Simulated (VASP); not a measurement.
# AlNi3 (I4/mmm) in VASP: further runs, part 2 of 2

VASP 6.6.1.

### Step 4. Single point, PBEsol

This run uses another cell than the first one, of the same volume but with other edges.

INCAR

```
PREC = Accurate ; ENCUT = 520
EDIFF = 1E-6 ; ISMEAR = 0
SIGMA = 0.15 ; LREAL = F
LASPH = T ; NELM = 60
ALGO = Fast ; ISIF = 2
LWAVE = F ; LCHARG = F
GGA = PS ; NBANDS = 24
```

KPOINTS

```
regular mesh
0
Gamma
  16 16 16
```

POSCAR

```
AlNi3
1.0
    0.0000000000      2.9541873639      2.5110592593
    2.9541873639      0.0000000000      2.5110592593
    2.9541873639      2.9541873639      0.0000000000
Al Ni
1 3
Direct
    0.5000000000      0.5000000000      0.5000000000
    0.2500000000      0.2500000000      0.2500000000
    0.0000000000      0.0000000000      0.0000000000
    0.7500000000      0.7500000000      0.7500000000
```

Potentials or basis: VASP PAW PBE potentials, release 64 (Al, Ni).

Launch:

```
$ cat potpaw_PBE.64/Al/POTCAR potpaw_PBE.64/Ni/POTCAR > POTCAR
$ mpirun -np 1 vasp_std > vasp.out
```

OUTCAR:

```text
PREC = Accurate
   ENCUT = 520
   EDIFF = 1E-6
   ISMEAR = 0
   LREAL = F
   LASPH = T
   NELM = 60
   ISIF = 2
   GGA = PS

 ion  position               nearest neighbor table
   1  0.500  0.500  0.500-   2 2.44   2 2.44   2 2.44   2 2.44   4 2.44   4 2.44   4 2.44   4 2.44
                             3 2.51   3 2.51   3 2.95   3 2.95   3 2.95   3 2.95
   2  0.250  0.250  0.250-   3 2.44   3 2.44   3 2.44   1 2.44   3 2.44   1 2.44   1 2.44   1 2.44
                             4 2.51   4 2.51   4 2.95   4 2.95   4 2.95   4 2.95
   3  0.000  0.000  0.000-   4 2.44   4 2.44   4 2.44   2 2.44   4 2.44   2 2.44   2 2.44   2 2.44
                             1 2.51   1 2.51   1 2.95   1 2.95   1 2.95   1 2.95
   4  0.750  0.750  0.750-   1 2.44   1 2.44   1 2.44   1 2.44   3 2.44   3 2.44   3 2.44   3 2.44
                             2 2.51   2 2.51   2 2.95   2 2.95   2 2.95   2 2.95

  LATTYP: Found a body centered tetragonal cell.
 ALAT       =     4.1778518358
 C/A-ratio  =     1.2020815280

  Lattice vectors:

 A1 = (   0.0000000000,  -2.9541873639,  -2.5110592593)
 A2 = (   0.0000000000,   2.9541873639,  -2.5110592593)
 A3 = (   2.9541873639,   0.0000000000,   2.5110592593)

[... 179 lines left out ...]

 E-fermi :   9.8019     XC(G=0): -12.9797

 val. band max:        9.8012501005   @ k =   0.5000   0.1875   0.0625
 cond. band min:       9.8025225105   @ k =  -0.4375   0.1250   0.3125
 fundamental gap:      0.0012724100
 Fermi energy:         9.8018517535

 k-point     1 :       0.0000    0.0000    0.0000
  band No.  band energies     occupation
      1      -0.3791      2.00000
      2       6.1021      2.00000
      3       6.2580      2.00000
      4       6.2807      2.00000
      5       6.2807      2.00000
      6       6.6268      2.00000
[... 637 lines left out ...]
     23      17.1510      0.00000
     24      17.4894      0.00000

 [... further k-points ...]

------------------------ aborting loop because EDIFF is reached ----------------------------------------

  FORCE on cell =-STRESS in cart. coord.  units (eV):
  Direction    XX          YY          ZZ          XY          YZ          ZX
  --------------------------------------------------------------------------------------
  -------------------------------------------------------------------------------------
  Total       -0.6126138     -0.6126138      2.4168038      0.0000000      0.0000000      0.0000000
  in kB      -22.3941381    -22.3941381     88.3464194      0.0000000      0.0000000      0.0000000
  external PRESSURE =      14.5193811 kB  Pullay stress =       0.0000000 kB

 VOLUME and BASIS-vectors are now :
 -----------------------------------------------------------------------------
  energy-cutoff  :      520.00
  volume of cell :       43.83
      direct lattice vectors                 reciprocal lattice vectors
     0.000000000  2.954187364  2.511059259    -0.169251282  0.169251282  0.199119156
     2.954187364  0.000000000  2.511059259     0.169251282 -0.169251282  0.199119156
     2.954187364  2.954187364  0.000000000     0.169251282  0.169251282 -0.199119156

 POSITION                                       TOTAL-FORCE (eV/Angst)
 -----------------------------------------------------------------------------------
      2.95419      2.95419      2.51106         0.000000      0.000000      0.000000
      1.47709      1.47709      1.25553        -0.000000     -0.000000      0.000000
      0.00000      0.00000      0.00000         0.000000      0.000000      0.000000
      4.43128      4.43128      3.76659         0.000000      0.000000     -0.000000
 -----------------------------------------------------------------------------------
    total drift:                                0.000000     -0.000000      0.000000

  FREE ENERGIE OF THE ION-ELECTRON SYSTEM (eV)
  ---------------------------------------------------
  free  energy   TOTEN  =       -23.9945592858 eV

  energy  without entropy=      -23.9540324457  energy(sigma->0) =      -23.97429587
```

Run time: 11 min. Hardware: 1 thread of AMD EPYC 7R13, shared host; peak memory 0.38 GiB.

Results:

```yaml
Free_energy: -23.9946 eV
Pressure: 1.5 GPa
```

Levels at points of the mesh, in eV from the Fermi level:
| k point | band 12 | band 13 | band 14 | band 15 | band 16 | band 17 | band 18 | band 19 | band 20 | band 21 |
| --- | --- | --- | --- | --- | --- | --- | --- | --- | --- | --- |
| (0.00, 0.00, 0.00) | -0.74 | -0.74 | -0.66 | -0.31 | -0.30 | 5.30 | 5.36 | 5.36 | 5.51 | 5.81 |
| (0.50, 0.00, 0.00) | -1.58 | -0.94 | -0.83 | -0.52 | -0.26 | -0.08 | 3.74 | 3.94 | 4.34 | 4.95 |
| (0.50, 0.50, 0.00) | -1.34 | -1.28 | -1.15 | -0.76 | -0.50 | -0.50 | -0.43 | 0.99 | 3.33 | 3.79 |
| (0.50, 0.00, 0.50) | -0.81 | -0.79 | -0.51 | -0.45 | -0.42 | -0.41 | -0.17 | -0.13 | 5.10 | 5.35 |

Caveat: the PAW data sets were made with another functional, which shifts forces and pressure a little.

### Step 5. Single point, PBEsol

This run uses another cell than the first one, of the same volume but with other edges.

INCAR

```
SYSTEM = AlNi3
ALGO     = Fast           ! electronic algorithm
EDIFF    = 1E-7           ! SCF threshold, eV
ENCUT    = 520            ! plane-wave cutoff, eV
GGA      = PS             ! functional
ISIF     = 2              ! what is computed and relaxed
ISMEAR   = 0              ! smearing method
LASPH    = .TRUE.         ! aspherical terms in the spheres
LCHARG   = .TRUE.         ! write CHGCAR
LELF     = .TRUE.         ! ELF
LREAL    = .FALSE.        ! projectors in reciprocal space
LVHAR    = .TRUE.       
LWAVE    = .FALSE.        ! write WAVECAR
NBANDS   = 24             ! bands
NELM     = 80             ! most SCF steps
PREC     = Accurate       ! precision mode
SIGMA    = 0.15           ! smearing width, eV
```

KPOINTS

```
k-points
0
G
  16 16 16
  0 0 0
```

POSCAR

```
AlNi3
1.0
    0.0000000000      2.6334026165      3.1600831398
    2.6334026165      0.0000000000      3.1600831398
    2.6334026165      2.6334026165      0.0000000000
Al Ni
1 3
Direct
    0.5000000000      0.5000000000      0.5000000000
    0.2500000000      0.2500000000      0.2500000000
    0.0000000000      0.0000000000      0.0000000000
    0.7500000000      0.7500000000      0.7500000000
```

Launch:

```
$ cat potpaw_PBE.64/Al/POTCAR potpaw_PBE.64/Ni/POTCAR > POTCAR
$ mpirun -np 1 vasp_std > vasp.out
```

Run time: 14 min. Hardware: 1 thread of AMD EPYC 7R13, shared host; peak memory 0.39 GiB.

It converged, with:

- Free energy: -24.1570 eV
- Pressure: 0.1 GPa

Stress tensor (GPa, compression positive):
```
-0.88  0.00  0.00
 0.00 -0.88  0.00
 0.00  0.00  1.92
```

Levels at points of the mesh, in eV from the Fermi level:
| k point | band 13 | band 14 | band 15 | band 16 | band 17 | band 18 | band 19 | band 20 |
| --- | --- | --- | --- | --- | --- | --- | --- | --- |
| (0.00, 0.00, 0.00) | -0.79 | -0.69 | -0.47 | -0.20 | 3.60 | 5.50 | 5.50 | 5.83 |
| (0.50, 0.00, 0.00) | -0.83 | -0.81 | -0.75 | -0.25 | -0.04 | 2.89 | 3.85 | 5.31 |
| (0.50, 0.50, 0.00) | -0.46 | -0.31 | -0.22 | -0.22 | -0.22 | -0.22 | -0.21 | 5.56 |
| (0.50, 0.00, 0.50) | -1.29 | -1.03 | -0.68 | -0.42 | -0.37 | -0.34 | 0.55 | 4.01 |

Caveat: the PAW data sets were made with another functional, which shifts forces and pressure a little. Spin polarisation is off, so any magnetic state and its effect on volume and gap are missing.

### Step 6. Overview

```tsv
cell	further INCAR settings	gap on the mesh (eV)	pressure (GPa)
a = 3.847, b = 3.847, c = 4.442 Å, angles 54.7, 54.7, 70.5°, 4 atoms	ALGO = Fast; EDIFF = 1e-07; NBANDS = 24	none	11.8
a = 4.318, b = 4.318, c = 3.526 Å, angles 65.9, 65.9, 48.2°, 4 atoms	ALGO = Fast; EDIFF = 1e-07; NBANDS = 24	none	0.0
a = 3.877, b = 3.877, c = 4.178 Å, angles 57.4, 57.4, 65.2°, 4 atoms	ALGO = Fast; EDIFF = 1e-06; NBANDS = 24	none	1.5
a = 4.114, b = 4.114, c = 3.724 Å, angles 63.1, 63.1, 53.8°, 4 atoms	ALGO = Fast; EDIFF = 1e-07; NBANDS = 24	none	0.1
```

Alike in all rows: task single point; level PBEsol; potentials or basis VASP PAW PBE potentials, release 64 (Al, Ni); no spin polarisation; k mesh 16 × 16 × 16; cutoff (eV) 520; smearing gaussian 0.15 eV.

Caveats: the PAW data sets were made with another functional, which shifts forces and pressure a little.

Absolute energies hang on the potentials; compare differences alone.
